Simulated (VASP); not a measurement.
# Al (P6_3/mmc) in VASP: further runs

Runs on Al. Level: PBEsol+D3(BJ). Tasks: single point.

Program: VASP 6.6.1. These are calculated values, not measurements. Logs are shortened: lines on timing, memory, paths and dates and some standing lists are left out, and cuts for length are marked.

## (1) The cell of the first run

It takes space group P6_3/mmc (No. 194, hexagonal). Conventional cell: a = 2.790 Å, b = 2.790 Å, c = 4.648 Å, α = 90.00°, β = 90.00°, γ = 120.00°. Al (site symmetry -6m2) has 12 Al at 2.79 to 2.83 Å within 3.7 Å.

This isn't the form of Al at room conditions, which is fcc.

## (2) Single point, PBEsol+D3(BJ)

The input, INCAR:

```
  ALGO = Normal
  EDIFF = 1E-6
  ENCUT = 520
  GGA = PS
  ISIF = 2
  ISMEAR = 0
  IVDW = 12
  LASPH = T
  LCHARG = F
  LREAL = F
  LWAVE = F
  NBANDS = 10
  NELM = 60
  PREC = Accurate
  SIGMA = 0.1
```

The input, KPOINTS:

```
k-points
0
Gamma
  24 24 12
```

The input, POSCAR:

```
Al
1.0
    2.7902591856      0.0000000000      0.0000000000
   -1.3951295928      2.4164353379      0.0000000000
    0.0000000000      0.0000000000      4.6479176761
Al
2
Direct
    0.6666666667      0.3333333333      0.7500000000
    0.3333333333      0.6666666667      0.2500000000
```

Potentials or basis: VASP PAW PBE potentials, release 64 (Al).

Launch:

```sh
$ cat potpaw_PBE.64/Al/POTCAR > POTCAR
$ mpirun -np 1 vasp_std > vasp.out
```

OUTCAR:

```text
EDIFF = 1E-6
   ENCUT = 520
   GGA = PS
   ISIF = 2
   ISMEAR = 0
   IVDW = 12
   LASPH = T
   LREAL = F
   NELM = 60
   PREC = Accurate
 IVDW          = 12

 ion  position               nearest neighbor table
   1  0.667  0.333  0.750-   2 2.83   2 2.83   2 2.83   2 2.83   2 2.83   2 2.83
   2  0.333  0.667  0.250-   1 2.83   1 2.83   1 2.83   1 2.83   1 2.83   1 2.83

  LATTYP: Found a hexagonal cell.
 ALAT       =     2.7902591856
 C/A-ratio  =     1.6657655676

  Lattice vectors:

 A1 = (   2.7902591856,   0.0000000000,   0.0000000000)
 A2 = (  -1.3951295928,   2.4164353379,   0.0000000000)
 A3 = (   0.0000000000,   0.0000000000,   4.6479176761)

Analysis of symmetry for initial positions (statically):
=====================================================================
 Subroutine PRICEL returns:
 Original cell was already a primitive cell.

 Routine SETGRP: Setting up the symmetry group for a
 hexagonal supercell.

 Subroutine GETGRP returns: Found 24 space group operations
 (whereof 12 operations were pure point group operations)
 out of a pool of 24 trial point group operations.

The static configuration has the point symmetry D_3d.
 The point group associated with its full space group is D_6h.

Analysis of symmetry for dynamics (positions and initial velocities):
=====================================================================
 Subroutine PRICEL returns:
 Original cell was already a primitive cell.

 Routine SETGRP: Setting up the symmetry group for a
 hexagonal supercell.

 Subroutine GETGRP returns: Found 24 space group operations
 (whereof 12 operations were pure point group operations)
 out of a pool of 24 trial point group operations.

The dynamic configuration has the point symmetry D_3d.
 The point group associated with its full space group is D_6h.

 Subroutine INISYM returns: Found 24 space group operations
 (whereof 12 operations are pure point group operations),
 and found     1 'primitive' translations

----------------------------------------------------------------------------------------

                                     Primitive cell

  volume of cell :      31.3385

  direct lattice vectors                    reciprocal lattice vectors
     2.790259186  0.000000000  0.000000000     0.358389645  0.206916358  0.000000000
    -1.395129593  2.416435338  0.000000000     0.000000000  0.413832716  0.000000000
     0.000000000  0.000000000  4.647917676     0.000000000  0.000000000  0.215150110

  length of vectors
     2.790259186  2.790259186  4.647917676     0.413832716  0.413832716  0.215150110

  position of ions in fractional coordinates (direct lattice)
     0.666666667  0.333333333  0.750000000
     0.333333333  0.666666667  0.250000000

  ion indices of the primitive-cell ions
   primitive index   ion index
                 1           1
                 2           2

----------------------------------------------------------------------------------------

 KPOINTS: k-points

Automatic generation of k-mesh.
 Grid dimensions read from file:
 generate k-points for:   24   24   12

 Generating k-lattice:

  Cartesian coordinates                     Fractional coordinates (reciprocal lattice)
     0.014932902  0.008621515  0.000000000     0.041666667  0.000000000  0.000000000
     0.000000000  0.017243030  0.000000000     0.000000000  0.041666667  0.000000000
     0.000000000  0.000000000  0.017929176     0.000000000  0.000000000  0.083333333

  Length of vectors
     0.017243030  0.017243030  0.017929176

  Shift w.r.t. Gamma in fractional coordinates (k-lattice)
     0.000000000  0.000000000  0.000000000

 Subroutine IBZKPT returns following result:
 ===========================================

 Found    427 irreducible k-points:

 Following reciprocal coordinates:
            Coordinates               Weight
  0.000000  0.000000  0.000000      1.000000
  0.041667 -0.000000  0.000000      6.000000
  0.083333  0.000000  0.000000      6.000000
  0.125000 -0.000000  0.000000      6.000000
  0.166667  0.000000  0.000000      6.000000
  0.208333  0.000000  0.000000      6.000000
[... 16 lines left out ...]
  0.416667  0.041667  0.000000     12.000000
  0.458333  0.041667  0.000000     12.000000
 [... further k-points ...]
   k-points           NKPTS =    427   k-points in BZ     NKDIM =    427   number of bands    NBANDS=     10
   number of dos      NEDOS =    301   number of ions     NIONS =      2
   total plane-waves  NPLWV =  20736
   dimension x,y,z NGX =    24 NGY =   24 NGZ =   36
   dimension x,y,z NGXF=    48 NGYF=   48 NGZF=   72
   ions per type =               2
   NGX,Y,Z   is equivalent  to a cutoff of  14.30, 14.30, 12.88 a.u.
   NGXF,Y,Z  is equivalent  to a cutoff of  28.60, 28.60, 25.75 a.u.
 SYSTEM =  unknown system
   PREC   = accura    normal or accurate (medium, high low for compatibility)
   ISTART =      0    job   : 0-new  1-cont  2-samecut
   ICHARG =      2    charge: 1-file 2-atom 10-const
   ISPIN  =      1    spin polarized calculation?
   LNONCOLLINEAR =      F non collinear calculations
   LSORBIT =      F    spin-orbit coupling
   LASPH  =      T    aspherical Exc in radial PAW
   ENCUT  =  520.0 eV  38.22 Ry    6.18 a.u.   5.19  5.19  8.64*2*pi/ulx,y,z
   NELM   =     60;   NELMIN=  2; NELMDL= -5     # of ELM steps
   EDIFF  = 0.1E-05   stopping-criterion for ELM
   LREAL  =      F    real-space projection
   EDIFFG = 0.1E-04   stopping-criterion for IOM
   NSW    =      0    number of steps for IOM
   IBRION =     -1    ionic relax: 0-MD 1-quasi-New 2-CG
   NFREE  =      0    steps in history (QN), initial steepest desc. (CG)
   ISIF   =      2    stress and relaxation
   ISYM   =      2    0-nonsym 1-usesym 2-fastsym
   POTIM  = 0.5000    time-step for ionic-motion
   TEBEG  =    0.0;   TEEND  =   0.0 temperature during run
   PSTRESS=    0.0 pullay stress
   NELECT =       6.0000    total number of electrons
   NUPDOWN=      -1.0000    fix difference up-down
   EMIN   =  10.00;   EMAX   =-10.00  energy-range for DOS
   EFERMI =   0.00;   METHOD = LEGACY
   ISMEAR =     0;   SIGMA  =   0.10  broadening in eV -4-tet -1-fermi 0-gaus
   EFERMI_NEDOS =   21; number of points for ismear=-14 and -15
   IALGO  =     38    algorithm
   IMIX   =      4    mixing-type and parameters
     AMIX     =   0.40;   BMIX     =  1.00
     AMIX_MAG =   1.60;   BMIX_MAG =  1.00
  volume/ion in A,a.u.               =      15.67       105.74
  Fermi-wavevector in a.u.,A,eV,Ry     =   0.943552  1.783055 12.113137  0.890290
  Thomas-Fermi vector in A             =   2.071271
   LORBIT       =      0    0 simple, 1 ext, 2 COOP (PROOUT), +10 PAW based schemes
   GGA     = PS    functional components
   LHFCALC =     F    Hartree Fock is set to
   AEXX    =    0.0000 exact exchange contribution
   IVDW    =    12    specifies the selected vdW correction
   LEPSILON=     F    determine dielectric tensor
   LRPA    =     F    only Hartree local field effects (RPA)
 non-spin polarized calculation
 Gauss-broadening in eV      SIGMA  =   0.10
  energy-cutoff  :      520.00
  volume of cell :       31.34
 maximum number of plane-waves:       861
 NGX is ok and might be reduce to    24
   NGX = 11   NGY = 11   NGZ = 17

 number of electron       6.0000000 magnetization

 Free energy of the ion-electron system (eV)
  ---------------------------------------------------
  ext. energy  EPLUGINS =         0.00000000
  ---------------------------------------------------
  free energy    TOTEN  =        -8.10888861 eV

  energy without entropy =       -8.10591819  energy(sigma->0) =       -8.10740340

 E-fermi :   8.4875     XC(G=0): -10.4477

 val. band max:        8.4701600952   @ k =   0.4583   0.0000   0.0000
 cond. band min:       8.5253950074   @ k =   0.2917   0.2917   0.5000
 fundamental gap:      0.0552349123
 Fermi energy:         8.4874915443

 k-point     1 :       0.0000    0.0000    0.0000
  band No.  band energies     occupation
      1      -2.9958      2.00000
      2       3.5897      2.00000
      3       3.7996      2.00000
      4      19.8213      0.00000
      5      19.8213      0.00000
      6      20.0068      0.00000
      7      20.0068      0.00000
      8      20.5732      0.00000
      9      22.8129      0.00000
     10      23.3063      0.00000

 k-point     2 :       0.0417   -0.0000    0.0000
  band No.  band energies     occupation
      1      -2.9518      2.00000
      2       3.6304      2.00000
      3       3.8424      2.00000
      4      18.5983      0.00000
      5      19.0555      0.00000
      6      19.9763      0.00000
      7      20.8423      0.00000
      8      21.1405      0.00000
      9      22.8169      0.00000
     10      23.7327      0.00000

 k-point     3 :       0.0833    0.0000    0.0000
  band No.  band energies     occupation
      1      -2.8200      2.00000
      2       3.7525      2.00000
      3       3.9706      2.00000
      4      17.0106      0.00000
      5      18.2775      0.00000
      6      19.4646      0.00000
      7      21.4531      0.00000
      8      21.8155      0.00000
      9      22.6059      0.00000
     10      23.1563      0.00000

 k-point     4 :       0.1250   -0.0000    0.0000
  band No.  band energies     occupation
      1      -2.6005      2.00000
      2       3.9560      2.00000
      3       4.1833      2.00000
      4      15.3894      0.00000
      5      17.5726      0.00000
      6      18.7987      0.00000
      7      21.0420      0.00000
      8      21.3441      0.00000
      9      22.6390      0.00000
     10      22.6431      0.00000

 k-point     5 :       0.1667    0.0000    0.0000
  band No.  band energies     occupation
      1      -2.2939      2.00000
      2       4.2410      2.00000
      3       4.4786      2.00000
      4      13.7970      0.00000
      5      16.9424      0.00000
      6      18.0468      0.00000
      7      19.8182      0.00000
      8      20.0823      0.00000
      9      22.4456      0.00000
     10      22.6136      0.00000

 k-point     6 :       0.2083    0.0000    0.0000
  band No.  band energies     occupation
      1      -1.9008      2.00000
      2       4.6073      2.00000
      3       4.8534      2.00000
      4      12.2584      0.00000
      5      16.3868      0.00000
      6      17.2004      0.00000
      7      18.2991      0.00000
      8      19.0953      0.00000
      9      22.0032      0.00000
     10      22.3552      0.00000
[... 183 lines left out ...]
 k-point    21 :       0.3333    0.0417    0.0000
  band No.  band energies     occupation
      1       0.1757      2.00000
      2       6.4271      2.00000
      3       6.5592      2.00000
      4       7.8104      2.00000
      5      13.3043      0.00000
      6      13.4768      0.00000
      7      14.6228      0.00000
      8      17.6453      0.00000
      9      20.1877      0.00000
     10      20.2126      0.00000

 k-point    22 :       0.3750    0.0417    0.0000
  band No.  band energies     occupation
      1       0.9454      2.00000
      2       5.8210      2.00000
      3       7.2870      2.00000
      4       7.9057      2.00000
      5      12.2629      0.00000
      6      12.3626      0.00000
      7      14.2231      0.00000
      8      17.3867      0.00000
      9      19.9366      0.00000
     10      20.0200      0.00000

 k-point    23 :       0.4167    0.0417    0.0000
  band No.  band energies     occupation
      1       1.7942      2.00000
      2       4.7708      2.00000
      3       8.0851      2.00000
      4       8.5814      0.18393
      5      11.1397      0.00000
      6      11.3837      0.00000
      7      14.0022      0.00000
      8      17.2152      0.00000
      9      19.7689      0.00000
     10      19.8907      0.00000

 k-point    24 :       0.4583    0.0417    0.0000
  band No.  band energies     occupation
      1       2.7184      2.00000
      2       3.7187      2.00000
      3       8.8972      0.00000
      4       9.3489      0.00000
      5      10.1647      0.00000
      6      10.4823      0.00000
      7      13.9004      0.00000
      8      17.1296      0.00000
      9      19.6850      0.00000
     10      19.8258      0.00000

 [... further k-points ...]

------------------------ aborting loop because EDIFF is reached ----------------------------------------

 Edisp (eV)   -0.66924

 E8    (eV) :    -0.4507

  FORCE on cell =-STRESS in cart. coord.  units (eV):
  Direction    XX          YY          ZZ          XY          YZ          ZX
  --------------------------------------------------------------------------------------
  -------------------------------------------------------------------------------------
  Total       0.07935     0.07935    -0.08802     0.00000    -0.00000     0.00000
  in kB       4.05693     4.05693    -4.49980     0.00000    -0.00000     0.00000
  external pressure =        1.20 kB  Pullay stress =        0.00 kB

 VOLUME and BASIS-vectors are now :
 -----------------------------------------------------------------------------
  energy-cutoff  :      520.00
  volume of cell :       31.34
      direct lattice vectors                 reciprocal lattice vectors
     2.790259186  0.000000000  0.000000000     0.358389645  0.206916358  0.000000000
    -1.395129593  2.416435338  0.000000000     0.000000000  0.413832716  0.000000000
     0.000000000  0.000000000  4.647917676     0.000000000  0.000000000  0.215150110

 POSITION                                       TOTAL-FORCE (eV/Angst)
 -----------------------------------------------------------------------------------
      1.39513      0.80548      3.48594         0.000000      0.000000      0.000000
     -0.00000      1.61096      1.16198        -0.000000      0.000000      0.000000
 -----------------------------------------------------------------------------------
    total drift:                                0.000000     -0.000000     -0.000000

  FREE ENERGIE OF THE ION-ELECTRON SYSTEM (eV)
  ---------------------------------------------------
  free  energy   TOTEN  =        -8.7781297359 eV

  energy  without entropy=       -8.7751593117  energy(sigma->0) =       -8.77664452
```

Run time: 28 s. Hardware: 1 thread of Intel Xeon 6975P-C (Granite Rapids), shared host; peak memory 0.24 GiB.

What came out:

```
Free energy                : -8.7781 eV
Pressure                   : 0.1 GPa
Band gap on the k mesh     : zero (bands 3 and 4 overlap by 7.31 eV)
Dispersion energy per atom : -0.335 eV
```

Caveat: the PAW data sets were made with another functional, which shifts forces and pressure a little.

(Part 1 of 2 ends here.)

The gap in the log of VASP goes by the Fermi energy; the results here count the filled bands.